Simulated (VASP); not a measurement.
# Zr (Fm-3m) in VASP: notebook

The runs below take Zr through electric field gradients, with PBE.

All numbers are computed with VASP 6.6.1; they aren't measurements. Logs are shortened: lines on timing, memory, paths and dates and some standing lists are left out, and cuts for length are marked.

### Step 1. The cell of the first run

It takes space group Fm-3m (No. 225, cubic). The conventional cell has a = 4.449 Å, b = 4.449 Å, c = 4.449 Å, α = 90.00°, β = 90.00°, γ = 90.00°. Within 4.1 Å of Zr (site symmetry m-3m) lie 12 Zr at 3.15 Å.

### Step 2. Electric field gradients, PBE (volume scaled by 0.96)

File INCAR:

```
SYSTEM = Zr
PREC = Accurate ; ENCUT = 520
EDIFF = 1E-8 ; ISMEAR = -1
SIGMA = 0.05 ; LREAL = .False.
LASPH = .True. ; NELM = 60
ALGO = Normal ; ISIF = 2
LWAVE = .False. ; LCHARG = .False.
GGA = PE ; LEFG = .True.
NBANDS = 12
```

File KPOINTS:

```
regular mesh
0
Gamma
  16 16 16
  0 0 0
```

File POSCAR:

```
Zr
1.0
    0.0000000000      2.2245232910      2.2245232910
    2.2245232910      0.0000000000      2.2245232910
    2.2245232910      2.2245232910      0.0000000000
Zr
1
Direct
    0.0000000000      0.0000000000      0.0000000000
```

Potentials or basis: VASP PAW PBE potentials, release 64 (Zr_sv).

Started as:

```sh
$ cat potpaw_PBE.64/Zr_sv/POTCAR > POTCAR
$ mpirun -np 1 vasp_std > vasp.out
```

OUTCAR:

```text
SYSTEM = Zr
   PREC = Accurate
   ENCUT = 520
   EDIFF = 1E-8
   ISMEAR = -1
   LREAL = .False.
   LASPH = .True.
   NELM = 60
   ISIF = 2
   GGA = PE

 ion  position               nearest neighbor table
   1  0.000  0.000  0.000-

  LATTYP: Found a face centered cubic cell.
 ALAT       =     4.4490465820

  Lattice vectors:

 A1 = (   0.0000000000,   2.2245232910,   2.2245232910)
 A2 = (   2.2245232910,   0.0000000000,   2.2245232910)
 A3 = (   2.2245232910,   2.2245232910,   0.0000000000)

Analysis of symmetry for initial positions (statically):
=====================================================================
 Subroutine PRICEL returns:
 Original cell was already a primitive cell.

 Routine SETGRP: Setting up the symmetry group for a
 face centered cubic supercell.

 Subroutine GETGRP returns: Found 48 space group operations
 (whereof 48 operations were pure point group operations)
 out of a pool of 48 trial point group operations.

The static configuration has the point symmetry O_h .

Analysis of symmetry for dynamics (positions and initial velocities):
=====================================================================
 Subroutine PRICEL returns:
 Original cell was already a primitive cell.

 Routine SETGRP: Setting up the symmetry group for a
 face centered cubic supercell.

 Subroutine GETGRP returns: Found 48 space group operations
 (whereof 48 operations were pure point group operations)
 out of a pool of 48 trial point group operations.

The dynamic configuration has the point symmetry O_h .

 Subroutine INISYM returns: Found 48 space group operations
 (whereof 48 operations are pure point group operations),
 and found     1 'primitive' translations

----------------------------------------------------------------------------------------

                                     Primitive cell

  volume of cell :      22.0161

  direct lattice vectors                    reciprocal lattice vectors
     0.000000000  2.224523291  2.224523291    -0.224767258  0.224767258  0.224767258
     2.224523291  0.000000000  2.224523291     0.224767258 -0.224767258  0.224767258
     2.224523291  2.224523291  0.000000000     0.224767258  0.224767258 -0.224767258

  length of vectors
     3.145951008  3.145951008  3.145951008     0.389308310  0.389308310  0.389308310

  position of ions in fractional coordinates (direct lattice)
     0.000000000  0.000000000  0.000000000

  ion indices of the primitive-cell ions
   primitive index   ion index
                 1           1

----------------------------------------------------------------------------------------

 KPOINTS: regular mesh

Automatic generation of k-mesh.
 Grid dimensions read from file:
 generate k-points for:   16   16   16

 Generating k-lattice:

  Cartesian coordinates                     Fractional coordinates (reciprocal lattice)
    -0.014047954  0.014047954  0.014047954     0.062500000  0.000000000  0.000000000
     0.014047954 -0.014047954  0.014047954     0.000000000  0.062500000  0.000000000
     0.014047954  0.014047954 -0.014047954     0.000000000  0.000000000  0.062500000

  Length of vectors
     0.024331769  0.024331769  0.024331769

  Shift w.r.t. Gamma in fractional coordinates (k-lattice)
     0.000000000  0.000000000  0.000000000

 Subroutine IBZKPT returns following result:
 ===========================================

 Found    145 irreducible k-points:

 Following reciprocal coordinates:
            Coordinates               Weight
  0.000000  0.000000  0.000000      1.000000
  0.062500  0.000000  0.000000      8.000000
  0.125000  0.000000  0.000000      8.000000
  0.187500  0.000000  0.000000      8.000000
  0.250000  0.000000  0.000000      8.000000
  0.312500  0.000000  0.000000      8.000000
[... 16 lines left out ...]
 -0.125000  0.062500  0.000000     24.000000
 -0.062500  0.062500  0.000000     12.000000
 [... further k-points ...]
   k-points           NKPTS =    145   k-points in BZ     NKDIM =    145   number of bands    NBANDS=     12
   number of dos      NEDOS =    301   number of ions     NIONS =      1
   total plane-waves  NPLWV =  13824
   dimension x,y,z NGX =    24 NGY =   24 NGZ =   24
   dimension x,y,z NGXF=    48 NGYF=   48 NGZF=   48
   ions per type =               1
   NGX,Y,Z   is equivalent  to a cutoff of  12.68, 12.68, 12.68 a.u.
   NGXF,Y,Z  is equivalent  to a cutoff of  25.37, 25.37, 25.37 a.u.
 SYSTEM =  Zr
   PREC   = accura    normal or accurate (medium, high low for compatibility)
   ISTART =      0    job   : 0-new  1-cont  2-samecut
   ICHARG =      2    charge: 1-file 2-atom 10-const
   ISPIN  =      1    spin polarized calculation?
   LNONCOLLINEAR =      F non collinear calculations
   LSORBIT =      F    spin-orbit coupling
   LASPH  =      T    aspherical Exc in radial PAW
   ENCUT  =  520.0 eV  38.22 Ry    6.18 a.u.   5.85  5.85  5.85*2*pi/ulx,y,z
   NELM   =     60;   NELMIN=  2; NELMDL= -5     # of ELM steps
   EDIFF  = 0.1E-07   stopping-criterion for ELM
   LREAL  =      F    real-space projection
   EDIFFG = 0.1E-06   stopping-criterion for IOM
   NSW    =      0    number of steps for IOM
   IBRION =     -1    ionic relax: 0-MD 1-quasi-New 2-CG
   NFREE  =      0    steps in history (QN), initial steepest desc. (CG)
   ISIF   =      2    stress and relaxation
   ISYM   =      2    0-nonsym 1-usesym 2-fastsym
   POTIM  = 0.5000    time-step for ionic-motion
   TEBEG  =    0.0;   TEEND  =   0.0 temperature during run
   PSTRESS=    0.0 pullay stress
   NELECT =      12.0000    total number of electrons
   NUPDOWN=      -1.0000    fix difference up-down
   EMIN   =  10.00;   EMAX   =-10.00  energy-range for DOS
   EFERMI =   0.00;   METHOD = LEGACY
   ISMEAR =    -1;   SIGMA  =   0.05  broadening in eV -4-tet -1-fermi 0-gaus
   EFERMI_NEDOS =   21; number of points for ismear=-14 and -15
   IALGO  =     38    algorithm
   IMIX   =      4    mixing-type and parameters
     AMIX     =   0.40;   BMIX     =  1.00
     AMIX_MAG =   1.60;   BMIX_MAG =  1.00
  volume/ion in A,a.u.               =      22.02       148.57
  Fermi-wavevector in a.u.,A,eV,Ry     =   1.337278  2.527089 24.331459  1.788312
  Thomas-Fermi vector in A             =   2.465839
   LORBIT       =      0    0 simple, 1 ext, 2 COOP (PROOUT), +10 PAW based schemes
   GGA     = PE    functional components
   LHFCALC =     F    Hartree Fock is set to
   AEXX    =    0.0000 exact exchange contribution
   IVDW    =     0    specifies the selected vdW correction
   LEPSILON=     F    determine dielectric tensor
   LRPA    =     F    only Hartree local field effects (RPA)
 non-spin polarized calculation
  energy-cutoff  :      520.00
  volume of cell :       22.02
 maximum number of plane-waves:       609
   NGX = 11   NGY = 11   NGZ = 11

 number of electron      12.0000000 magnetization

 Free energy of the ion-electron system (eV)
  ---------------------------------------------------
  ext. energy  EPLUGINS =         0.00000000
  ---------------------------------------------------
  free energy    TOTEN  =        -8.46801279 eV

  energy without entropy =       -8.45504847  energy(sigma->0) =       -8.46153063

 E-fermi :   9.5353     XC(G=0): -11.3381

 val. band max:        9.5319847967   @ k =  -0.3125   0.3125   0.1250
 cond. band min:       9.5447572154   @ k =  -0.4375   0.3125   0.1250
 fundamental gap:      0.0127724186
 Fermi energy:         9.5352789972

 k-point     1 :       0.0000    0.0000    0.0000
  band No.  band energies     occupation
      1     -39.0786      2.00000
      2     -16.5100      2.00000
      3     -16.5100      2.00000
      4     -16.5100      2.00000
      5       3.8819      2.00000
      6      10.5179      0.00000
      7      10.5179      0.00000
      8      10.5179      0.00000
      9      13.1111      0.00000
     10      13.1111      0.00000
     11      20.1311      0.00000
     12      24.5216      0.00000

 k-point     2 :       0.0625    0.0000    0.0000
  band No.  band energies     occupation
      1     -39.0720      2.00000
      2     -16.5569      2.00000
      3     -16.5157      2.00000
      4     -16.5157      2.00000
      5       4.0165      2.00000
      6      10.3918      0.00000
      7      10.5815      0.00000
      8      10.5815      0.00000
      9      13.0446      0.00000
     10      13.0446      0.00000
     11      20.4231      0.00000
     12      23.9448      0.00000
[... 316 lines left out ...]
 k-point    24 :      -0.0625    0.0625    0.0000
  band No.  band energies     occupation
      1     -39.0613      2.00000
      2     -16.6226      2.00000
      3     -16.5421      2.00000
      4     -16.5172      2.00000
      5       4.2346      2.00000
      6      10.1878      0.00000
      7      10.6736      0.00000
      8      10.7033      0.00000
      9      12.7994      0.00000
     10      13.1021      0.00000
     11      20.8791      0.00000
     12      23.4526      0.00000

 [... further k-points ...]
[... 5 lines left out ...]
  --------------------------------------------------------------------------------------
  -------------------------------------------------------------------------------------
  Total        0.7069951      0.7069951      0.7069951      0.0000000      0.0000000      0.0000000
  in kB       51.4500887     51.4500887     51.4500887      0.0000000      0.0000000      0.0000000
  external PRESSURE =      51.4500887 kB  Pullay stress =       0.0000000 kB

 VOLUME and BASIS-vectors are now :
 -----------------------------------------------------------------------------
  energy-cutoff  :      520.00
  volume of cell :       22.02
      direct lattice vectors                 reciprocal lattice vectors
     0.000000000  2.224523291  2.224523291    -0.224767258  0.224767258  0.224767258
     2.224523291  0.000000000  2.224523291     0.224767258 -0.224767258  0.224767258
     2.224523291  2.224523291  0.000000000     0.224767258  0.224767258 -0.224767258

 POSITION                                       TOTAL-FORCE (eV/Angst)
 -----------------------------------------------------------------------------------
      0.00000      0.00000      0.00000         0.000000      0.000000      0.000000
 -----------------------------------------------------------------------------------
    total drift:                                0.000000      0.000000     -0.000000

  FREE ENERGIE OF THE ION-ELECTRON SYSTEM (eV)
  ---------------------------------------------------
  free  energy   TOTEN  =        -8.4680127939 eV

  energy  without entropy=       -8.4550484727  energy(sigma->0) =       -8.46153063

 Electric field gradients (V/A^2)
---------------------------------------------------------------------
 ion       V_xx      V_yy      V_zz      V_xy      V_xz      V_yz
---------------------------------------------------------------------
   1      -0.000     0.000    -0.000    -0.000    -0.000    -0.000
---------------------------------------------------------------------

 Electric field gradients after diagonalization (V/A^2)
 (convention: |V_zz| > |V_xx| > |V_yy|)
----------------------------------------------------------------------
 ion       V_xx      V_yy      V_zz     asymmetry (V_yy - V_xx)/ V_zz
----------------------------------------------------------------------
   1       0.000     0.000    -0.000       0.000
----------------------------------------------------------------------

           NMR quadrupolar parameters

 Cq : quadrupolar parameter    Cq=e*Q*V_zz/h
 eta: asymmetry parameters     (V_yy - V_xx)/ V_zz
 Q  : nuclear electric quadrupole moment in mb (millibarn)
----------------------------------------------------------------------
 ion       Cq(MHz)       eta       Q (mb)
----------------------------------------------------------------------
   1      -0.000       0.000       1.000
----------------------------------------------------------------------
```

It took 20 s on 1 thread of Intel Xeon 6975P-C, shared host; peak memory 0.16 GiB.

Results:

* Free energy: -8.4680 eV
* Pressure: 5.1 GPa
* Band gap on the k mesh: zero (band 6 reaches 10.52 eV, above the bottom of band 7 at 9.12 eV)

Caveat: the cell differs from its parent crystal (volume scaled by 0.96); without QUAD_EFG the Cq values of the log hold for a quadrupole moment of 1 mb, not for the nuclei.

### Step 3. Electric field gradients, PBE

This run uses another cell than the first one, of 22.93 Å³/atom, 1.042 times its volume.

File INCAR:

```
ALGO = Normal ; EDIFF = 1E-8
ENCUT = 520 ; GGA = PE
ISIF = 2 ; ISMEAR = -1
LASPH = T ; LCHARG = F
LEFG = T ; LREAL = F
LWAVE = F ; NBANDS = 12
NELM = 100 ; PREC = Accurate
SIGMA = 0.05
```

File KPOINTS:

```
k-points
0
Gamma
  16 16 16
```

File POSCAR:

```
Zr
1.0
    0.0000000000      2.2550000000      2.2550000000
    2.2550000000      0.0000000000      2.2550000000
    2.2550000000      2.2550000000      0.0000000000
Zr
1
Direct
    0.0000000000      0.0000000000      0.0000000000
```

Potentials or basis: VASP PAW PBE potentials, release 64 (Zr_sv).

Started as:

```sh
$ cat potpaw_PBE.64/Zr_sv/POTCAR > POTCAR
$ mpirun -np 1 vasp_std > vasp.out
```

OUTCAR:

```text
EDIFF = 1E-8
   ENCUT = 520
   GGA = PE
   ISIF = 2
   ISMEAR = -1
   LASPH = T
   LREAL = F
   NELM = 100
   PREC = Accurate

 ion  position               nearest neighbor table
   1  0.000  0.000  0.000-

  LATTYP: Found a face centered cubic cell.
 ALAT       =     4.5100000000

  Lattice vectors:

 A1 = (   0.0000000000,   2.2550000000,   2.2550000000)
[... 565 lines left out ...]
 -----------------------------------------------------------------------------------
    total drift:                                0.000000      0.000000      0.000000

  FREE ENERGIE OF THE ION-ELECTRON SYSTEM (eV)
  ---------------------------------------------------
  free  energy   TOTEN  =        -8.4858918246 eV

  energy  without entropy=       -8.4718877005  energy(sigma->0) =       -8.47888976

 Electric field gradients (V/A^2)
---------------------------------------------------------------------
 ion       V_xx      V_yy      V_zz      V_xy      V_xz      V_yz
---------------------------------------------------------------------
   1      -0.000    -0.000     0.000    -0.000    -0.000    -0.000
---------------------------------------------------------------------

 Electric field gradients after diagonalization (V/A^2)
 (convention: |V_zz| > |V_xx| > |V_yy|)
----------------------------------------------------------------------
 ion       V_xx      V_yy      V_zz     asymmetry (V_yy - V_xx)/ V_zz
----------------------------------------------------------------------
   1       0.000     0.000    -0.000       0.000
----------------------------------------------------------------------

           NMR quadrupolar parameters

 Cq : quadrupolar parameter    Cq=e*Q*V_zz/h
 eta: asymmetry parameters     (V_yy - V_xx)/ V_zz
 Q  : nuclear electric quadrupole moment in mb (millibarn)
----------------------------------------------------------------------
 ion       Cq(MHz)       eta       Q (mb)
----------------------------------------------------------------------
   1      -0.000       0.000       1.000
----------------------------------------------------------------------
```

stdout:

```text
POSCAR found type information on POSCAR Zr
 POSCAR found :  1 types and       1 ions
 scaLAPACK will be used
 LDA part: xc-table for (Slater+PW92), standard interpolation
 POSCAR, INCAR and KPOINTS ok, starting setup
 FFT: planning ... GRIDC
 FFT: planning ... GRID_SOFT
 FFT: planning ... GRID
 WAVECAR not read
 entering main loop
ion   1
```

It took 19 s on 1 thread of Intel Xeon 6975P-C, shared host; peak memory 0.16 GiB.

What came out:

```yaml
Free_energy: -8.4859 eV
Pressure: 1.1 GPa
Band_gap_on_the_k_mesh: zero (band 6 reaches 10.04 eV, above the bottom of band 7 at 8.66 eV)
```

Caveat: without QUAD_EFG the Cq values of the log hold for a quadrupole moment of 1 mb, not for the nuclei.

[end of part 1 of 2]
